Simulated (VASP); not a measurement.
# SiMo6: single point with PBEsol

The system is SiMo6, a slab with vacuum.

```
CELL_PARAMETERS angstrom
4.42568 0.00000 0.00000
-2.21284 3.83275 0.00000
0.00000 0.00000 19.72477
ATOMIC_POSITIONS crystal
Mo 0.66667 0.33333 0.20279
Mo 0.33333 0.66667 0.24859
Mo 0.00000 0.00000 0.29439
Mo 0.66667 0.33333 0.33681
Mo 0.33333 0.66667 0.37723
Mo 0.00000 0.00000 0.41698
Si 0.00000 0.66667 0.50384
```

```
Program                : VASP 6.6.1
Task                   : single point
Functional             : PBEsol
Potentials or basis    : VASP PAW PBE potentials, release 64 (Mo_sv, Si)
Cutoff                 : 520 eV
k mesh                 : 6 × 6 × 1
Occupations            : gaussian, width 0.1 eV
Spin                   : no spin polarisation
Dipole correction      : yes
Further INCAR settings : ALGO = Normal; EDIFF = 1e-06; NBANDS = 53
```

| Property | Result |
| --- | --- |
| Largest force | 2.378 eV/Å |
| Band gap on the k mesh | zero (bands 44 and 45 overlap by 0.08 eV) |

Forces in eV/Å, atoms in the order of the input:
```
Mo   0.093  0.042  1.931
Mo  -0.078  0.054 -0.506
Mo   0.096 -0.285 -2.210
Mo  -0.356 -0.094 -0.913
Mo   0.005  0.183  1.591
Mo  -0.873  2.201  0.073
Si   1.114 -2.100  0.034
```

Levels at points of the mesh, in eV from the Fermi level:
| k point | band 42 | band 43 | band 44 | band 45 | band 46 | band 47 |
| --- | --- | --- | --- | --- | --- | --- |
| (0.00, 0.00, 0.00) | -1.23 | -0.88 | -0.21 | 0.19 | 0.72 | 1.23 |
| (0.50, 0.00, 0.00) | -0.62 | -0.38 | 0.05 | 0.12 | 0.36 | 1.03 |
| (0.00, 0.50, 0.00) | -0.43 | -0.40 | -0.10 | 0.05 | 0.54 | 0.62 |
| (0.50, 0.50, 0.00) | -0.56 | -0.34 | -0.04 | 0.03 | 0.33 | 0.38 |

It took 7.8 min on 1 thread of AMD EPYC 9R45 96-Core Processor (Zen 5), with other jobs on the host, peak memory 0.59 GiB.

Caveat: the PAW data sets were made with another functional, which shifts forces and pressure a little.
